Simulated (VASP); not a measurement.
# Cs (Fm-3m) in VASP: further runs

Runs on Cs. Level: r2SCAN. Tasks: single point.

All numbers are computed with VASP 6.6.1; they aren't measurements. Logs are shortened: lines on timing, memory, paths and dates and some standing lists are left out, and cuts for length are marked.

## (1) The cell of the first run

The structure is cubic, space group Fm-3m (No. 225). The conventional cell has a = 7.800 Å, b = 7.800 Å, c = 7.800 Å, α = 90.00°, β = 90.00°, γ = 90.00°.

This isn't the form of Cs at room conditions, which is bcc.

## (2) Single point, r2SCAN (118.65 Å³/atom)

POSCAR

```
Cs
1.0
    0.0000000000      3.9001816847      3.9001816847
    3.9001816847      0.0000000000      3.9001816847
    3.9001816847      3.9001816847      0.0000000000
Cs
1
Direct
    0.0000000000      0.0000000000      0.0000000000
```

INCAR.step1

```
PREC     = Accurate       # precision mode
ENCUT    = 550            # plane-wave cutoff, eV
ISMEAR   = -1             # smearing method
SIGMA    = 0.1            # smearing width, eV
LREAL    = F              # projectors in reciprocal space
LASPH    = T              # aspherical terms in the spheres
NELM     = 120            # most SCF steps
NBANDS   = 10             # bands
GGA      = PE             # functional
ALGO     = Normal         # electronic algorithm
EDIFF    = 1E-5           # SCF threshold, eV
LWAVE    = T              # write WAVECAR
LCHARG   = F              # write CHGCAR
GGA_COMPAT= F
```

INCAR.step2

```
PREC     = Accurate       # precision mode
ENCUT    = 550            # plane-wave cutoff, eV
EDIFF    = 1E-6           # SCF threshold, eV
ISMEAR   = -1             # smearing method
SIGMA    = 0.1            # smearing width, eV
LREAL    = F              # projectors in reciprocal space
LASPH    = T              # aspherical terms in the spheres
NELM     = 120            # most SCF steps
ALGO     = Normal         # electronic algorithm
ISIF     = 2              # what is computed and relaxed
LWAVE    = F              # write WAVECAR
LCHARG   = F              # write CHGCAR
METAGGA  = R2SCAN         # meta-GGA
LMIXTAU  = T            
NBANDS   = 10             # bands
ISTART   = 1            
GGA_COMPAT= F
```

KPOINTS

```
Automatic mesh
0
Gamma
  8 8 8
```

Potentials or basis: VASP PAW PBE potentials, release 64 (Cs_sv).

Command:

```sh
cat potpaw_PBE.64/Cs_sv/POTCAR > POTCAR
cp INCAR.step1 INCAR
mpirun -np 1 vasp_std > vasp.out
cp INCAR.step2 INCAR
mpirun -np 1 vasp_std > vasp.out
```

OUTCAR:

```text
PREC = Accurate
   ENCUT = 550
   EDIFF = 1E-6
   ISMEAR = -1
   LREAL = F
   LASPH = T
   NELM = 120
   ISIF = 2
   METAGGA = R2SCAN
   ISTART = 1

 ion  position               nearest neighbor table
   1  0.000  0.000  0.000-

  LATTYP: Found a face centered cubic cell.
 ALAT       =     7.8003633694

  Lattice vectors:

 A1 = (   0.0000000000,   3.9001816847,   3.9001816847)
 A2 = (   3.9001816847,   0.0000000000,   3.9001816847)
 A3 = (   3.9001816847,   3.9001816847,   0.0000000000)

Analysis of symmetry for initial positions (statically):
=====================================================================
 Subroutine PRICEL returns:
 Original cell was already a primitive cell.

 Routine SETGRP: Setting up the symmetry group for a
 face centered cubic supercell.

 Subroutine GETGRP returns: Found 48 space group operations
 (whereof 48 operations were pure point group operations)
 out of a pool of 48 trial point group operations.

The static configuration has the point symmetry O_h .

Analysis of symmetry for dynamics (positions and initial velocities):
=====================================================================
 Subroutine PRICEL returns:
 Original cell was already a primitive cell.

 Routine SETGRP: Setting up the symmetry group for a
 face centered cubic supercell.

 Subroutine GETGRP returns: Found 48 space group operations
 (whereof 48 operations were pure point group operations)
 out of a pool of 48 trial point group operations.

The dynamic configuration has the point symmetry O_h .

 Subroutine INISYM returns: Found 48 space group operations
 (whereof 48 operations are pure point group operations),
 and found     1 'primitive' translations

----------------------------------------------------------------------------------------

                                     Primitive cell

  volume of cell :     118.6546

  direct lattice vectors                    reciprocal lattice vectors
     0.000000000  3.900181685  3.900181685    -0.128199156  0.128199156  0.128199156
     3.900181685  0.000000000  3.900181685     0.128199156 -0.128199156  0.128199156
     3.900181685  3.900181685  0.000000000     0.128199156  0.128199156 -0.128199156

  length of vectors
     5.515689834  5.515689834  5.515689834     0.222047452  0.222047452  0.222047452

  position of ions in fractional coordinates (direct lattice)
     0.000000000  0.000000000  0.000000000

  ion indices of the primitive-cell ions
   primitive index   ion index
                 1           1

----------------------------------------------------------------------------------------

 KPOINTS: Automatic mesh

Automatic generation of k-mesh.
 Grid dimensions read from file:
 generate k-points for:    8    8    8

 Generating k-lattice:

  Cartesian coordinates                     Fractional coordinates (reciprocal lattice)
    -0.016024894  0.016024894  0.016024894     0.125000000  0.000000000  0.000000000
     0.016024894 -0.016024894  0.016024894     0.000000000  0.125000000  0.000000000
     0.016024894  0.016024894 -0.016024894     0.000000000  0.000000000  0.125000000

  Length of vectors
     0.027755931  0.027755931  0.027755931

  Shift w.r.t. Gamma in fractional coordinates (k-lattice)
     0.000000000  0.000000000  0.000000000

 Subroutine IBZKPT returns following result:
 ===========================================

 Found     29 irreducible k-points:

 Following reciprocal coordinates:
            Coordinates               Weight
  0.000000  0.000000  0.000000      1.000000
  0.125000  0.000000  0.000000      8.000000
  0.250000  0.000000  0.000000      8.000000
  0.375000  0.000000  0.000000      8.000000
  0.500000  0.000000  0.000000      4.000000
  0.125000  0.125000  0.000000      6.000000
[... 16 lines left out ...]
  0.500000  0.250000  0.125000     48.000000
 -0.375000  0.250000  0.125000     24.000000
 [... further k-points ...]
   k-points           NKPTS =     29   k-points in BZ     NKDIM =     29   number of bands    NBANDS=     10
   number of dos      NEDOS =    301   number of ions     NIONS =      1
   total plane-waves  NPLWV =  74088
   dimension x,y,z NGX =    42 NGY =   42 NGZ =   42
   dimension x,y,z NGXF=    84 NGYF=   84 NGZF=   84
   ions per type =               1
   NGX,Y,Z   is equivalent  to a cutoff of  12.66, 12.66, 12.66 a.u.
   NGXF,Y,Z  is equivalent  to a cutoff of  25.32, 25.32, 25.32 a.u.
 SYSTEM =  unknown system
   PREC   = accura    normal or accurate (medium, high low for compatibility)
   ISTART =      1    job   : 0-new  1-cont  2-samecut
   ICHARG =      0    charge: 1-file 2-atom 10-const
   ISPIN  =      1    spin polarized calculation?
   LNONCOLLINEAR =      F non collinear calculations
   LSORBIT =      F    spin-orbit coupling
   LASPH  =      T    aspherical Exc in radial PAW
   ENCUT  =  550.0 eV  40.42 Ry    6.36 a.u.  10.55 10.55 10.55*2*pi/ulx,y,z
   NELM   =    120;   NELMIN=  2; NELMDL=  0     # of ELM steps
   EDIFF  = 0.1E-05   stopping-criterion for ELM
   LREAL  =      F    real-space projection
   EDIFFG = 0.1E-04   stopping-criterion for IOM
   NSW    =      0    number of steps for IOM
   IBRION =     -1    ionic relax: 0-MD 1-quasi-New 2-CG
   NFREE  =      0    steps in history (QN), initial steepest desc. (CG)
   ISIF   =      2    stress and relaxation
   ISYM   =      2    0-nonsym 1-usesym 2-fastsym
   POTIM  = 0.5000    time-step for ionic-motion
   TEBEG  =    0.0;   TEEND  =   0.0 temperature during run
   PSTRESS=    0.0 pullay stress
   NELECT =       9.0000    total number of electrons
   NUPDOWN=      -1.0000    fix difference up-down
   EMIN   =  10.00;   EMAX   =-10.00  energy-range for DOS
   EFERMI =   0.00;   METHOD = LEGACY
   ISMEAR =    -1;   SIGMA  =   0.10  broadening in eV -4-tet -1-fermi 0-gaus
   EFERMI_NEDOS =   21; number of points for ismear=-14 and -15
   IALGO  =     38    algorithm
   IMIX   =      4    mixing-type and parameters
     AMIX     =   0.40;   BMIX     =  1.00
     AMIX_MAG =   1.60;   BMIX_MAG =  1.00
  volume/ion in A,a.u.               =     118.65       800.72
  Fermi-wavevector in a.u.,A,eV,Ry     =   0.692991  1.309563  6.534012  0.480236
  Thomas-Fermi vector in A             =   1.775079
   LORBIT       =      0    0 simple, 1 ext, 2 COOP (PROOUT), +10 PAW based schemes
   METAGGA = R2SCAN    functional components
   LHFCALC =     F    Hartree Fock is set to
   AEXX    =    0.0000 exact exchange contribution
   IVDW    =     0    specifies the selected vdW correction
   LEPSILON=     F    determine dielectric tensor
   LRPA    =     F    only Hartree local field effects (RPA)
 non-spin polarized calculation
  energy-cutoff  :      550.00
  volume of cell :      118.65
 maximum number of plane-waves:      3511
   NGX = 21   NGY = 21   NGZ = 21

 number of electron       8.9999998 magnetization

 Free energy of the ion-electron system (eV)
  ---------------------------------------------------
  ext. energy  EPLUGINS =         0.00000000
  ---------------------------------------------------
  free energy    TOTEN  =       -25.03289070 eV

  energy without entropy =      -24.99216765  energy(sigma->0) =      -25.01252918

 E-fermi :   0.4583     XC(G=0):  -5.5534

 val. band max:        0.3689076348   @ k =  -0.3750   0.1250   0.0000
 cond. band min:       0.5112312852   @ k =   0.5000   0.3750   0.1250
 fundamental gap:      0.1423236504
 Fermi energy:         0.4582837255

 k-point     1 :       0.0000    0.0000    0.0000
  band No.  band energies     occupation
      1     -24.3403      2.00000
      2     -10.7124      2.00000
      3     -10.7124      2.00000
      4     -10.7124      2.00000
      5      -1.2828      2.00000
      6       3.2000      0.00000
      7       3.2000      0.00000
      8       3.2000      0.00000
      9       4.3383      0.00000
     10       4.3383      0.00000

 k-point     2 :       0.1250    0.0000    0.0000
  band No.  band energies     occupation
      1     -24.3395      2.00000
      2     -10.7313      2.00000
      3     -10.7149      2.00000
      4     -10.7149      2.00000
      5      -1.1166      2.00000
      6       2.8504      0.00000
      7       3.2684      0.00000
      8       3.2684      0.00000
      9       4.1967      0.00000
     10       4.1967      0.00000

 k-point     3 :       0.2500    0.0000    0.0000
  band No.  band energies     occupation
      1     -24.3374      2.00000
      2     -10.7762      2.00000
      3     -10.7207      2.00000
      4     -10.7207      2.00000
      5      -0.6508      1.99997
      6       2.2252      0.00000
      7       3.2732      0.00000
      8       3.2732      0.00000
      9       4.2213      0.00000
     10       4.2213      0.00000

 k-point     4 :       0.3750    0.0000    0.0000
  band No.  band energies     occupation
      1     -24.3354      2.00000
      2     -10.8200      2.00000
      3     -10.7265      2.00000
      4     -10.7265      2.00000
      5       0.0102      1.97761
      6       1.5908      0.00002
      7       3.1059      0.00000
      8       3.1059      0.00000
      9       4.7104      0.00000
     10       4.7104      0.00000
[... 222 lines left out ...]
 k-point    22 :       0.3750    0.2500    0.1250
  band No.  band energies     occupation
      1     -24.3359      2.00000
      2     -10.7869      2.00000
      3     -10.7435      2.00000
      4     -10.7283      2.00000
      5      -0.2646      1.99855
      6       2.0884      0.00000
      7       2.6236      0.00000
      8       3.5589      0.00000
      9       3.7573      0.00000
     10       4.8521      0.00000

 k-point    23 :       0.5000    0.2500    0.1250
  band No.  band energies     occupation
      1     -24.3342      2.00000
      2     -10.8103      2.00000
      3     -10.7572      2.00000
      4     -10.7354      2.00000
      5       0.3641      1.43907
      6       1.6807      0.00001
      7       2.2985      0.00000
      8       3.3907      0.00000
      9       4.2602      0.00000
     10       5.1909      0.00000

 k-point    24 :      -0.3750    0.2500    0.1250
  band No.  band energies     occupation
      1     -24.3336      2.00000
      2     -10.8203      2.00000
      3     -10.7615      2.00000
      4     -10.7392      2.00000
      5       0.9818      0.01060
      6       1.1314      0.00238
      7       2.2795      0.00000
      8       3.2939      0.00000
      9       4.4780      0.00000
     10       5.1126      0.00000

 [... further k-points ...]

------------------------ aborting loop because EDIFF is reached ----------------------------------------

  FORCE on cell =-STRESS in cart. coord.  units (eV):
  Direction    XX          YY          ZZ          XY          YZ          ZX
  --------------------------------------------------------------------------------------
  -------------------------------------------------------------------------------------
  Total        0.0634557      0.0634557      0.0634557      0.0000000     -0.0000000     -0.0000000
  in kB        0.8568336      0.8568336      0.8568336      0.0000000     -0.0000000     -0.0000000
  external PRESSURE =       0.8568336 kB  Pullay stress =       0.0000000 kB

 VOLUME and BASIS-vectors are now :
 -----------------------------------------------------------------------------
  energy-cutoff  :      550.00
  volume of cell :      118.65
      direct lattice vectors                 reciprocal lattice vectors
     0.000000000  3.900181685  3.900181685    -0.128199156  0.128199156  0.128199156
     3.900181685  0.000000000  3.900181685     0.128199156 -0.128199156  0.128199156
     3.900181685  3.900181685  0.000000000     0.128199156  0.128199156 -0.128199156

 POSITION                                       TOTAL-FORCE (eV/Angst)
 -----------------------------------------------------------------------------------
      0.00000      0.00000      0.00000         0.000000      0.000000     -0.000000
 -----------------------------------------------------------------------------------
    total drift:                               -0.000000      0.000000      0.000000

  FREE ENERGIE OF THE ION-ELECTRON SYSTEM (eV)
  ---------------------------------------------------
  free  energy   TOTEN  =       -25.0328906962 eV

  energy  without entropy=      -24.9921676544  energy(sigma->0) =      -25.01252918
```

It took 5.1 min on 1 thread of Intel Xeon Platinum 8259CL at 2.50GHz (Skylake/Cascade Lake), shared host; peak memory 0.29 GiB.

Results:

| Item | Value |
| --- | --- |
| Free energy | -25.0329 eV |
| Pressure | 0.1 GPa |
| Band gap on the k mesh | zero (an odd number of electrons rules out a gap without spin polarisation) |

Caveat: the PAW data sets were made with another functional, which shifts forces and pressure a little; spin-orbit coupling is left out, which moves the levels of the heavy elements.

## (3) Single point, r2SCAN (123.60 Å³/atom)

This run uses another cell than the first one, of 123.60 Å³/atom.

POSCAR

```
Cs
1.0
    0.0000000000      3.9536154710      3.9536154710
    3.9536154710      0.0000000000      3.9536154710
    3.9536154710      3.9536154710      0.0000000000
Cs
1
Direct
    0.0000000000      0.0000000000      0.0000000000
```

INCAR.step1

```
SYSTEM = Cs
  PREC = Accurate
  ENCUT = 550
  ISMEAR = -1
  SIGMA = 0.1
  LREAL = .FALSE.
  LASPH = .TRUE.
  NELM = 120
  NBANDS = 10
  GGA = PE
  ALGO = Normal
  EDIFF = 1E-5
  LWAVE = .TRUE.
  LCHARG = .FALSE.
  GGA_COMPAT = .FALSE.
```

INCAR.step2

```
SYSTEM = Cs
  PREC = Accurate
  ENCUT = 550
  EDIFF = 1E-6
  ISMEAR = -1
  SIGMA = 0.1
  LREAL = .FALSE.
  LASPH = .TRUE.
  NELM = 120
  ALGO = Normal
  ISIF = 2
  LWAVE = .FALSE.
  LCHARG = .TRUE.
  METAGGA = R2SCAN
  LMIXTAU = .TRUE.
  LELF = .TRUE.
  LVHAR = .TRUE.
  NBANDS = 10
  ISTART = 1
  GGA_COMPAT = .FALSE.
```

KPOINTS

```
regular mesh
0
G
  8 8 8
  0 0 0
```

Potentials or basis: VASP PAW PBE potentials, release 64 (Cs_sv).

Command:

```sh
cat potpaw_PBE.64/Cs_sv/POTCAR > POTCAR
cp INCAR.step1 INCAR
mpirun -np 1 vasp_std > vasp.out
cp INCAR.step2 INCAR
mpirun -np 1 vasp_std > vasp.out
```

It took 5.3 min on 1 thread of Intel Xeon Platinum 8259CL at 2.50GHz (Skylake/Cascade Lake), shared host; peak memory 0.36 GiB.

Results (log left out):

* Free energy: -25.0346 eV
* Pressure: 0.0 GPa
* Band gap on the k mesh: zero (an odd number of electrons rules out a gap without spin polarisation)

Levels at points of the mesh, in eV from the Fermi level:
```csv
k point,band 3,band 4,band 5,band 6,band 7,band 8
"(0.00, 0.00, 0.00)",-11.20,-11.20,-1.70,2.72,2.72,2.72
"(0.50, 0.00, 0.00)",-11.21,-11.21,0.09,0.62,2.55,2.55
"(0.50, 0.50, 0.00)",-11.24,-11.24,0.34,1.20,1.35,4.15
```

Caveat: the PAW data sets were made with another functional, which shifts forces and pressure a little; spin-orbit coupling is left out, which moves the levels of the heavy elements.

(Part 1 of 3 ends here.)

The gap in the log of VASP goes by the Fermi energy; the results here count the filled bands.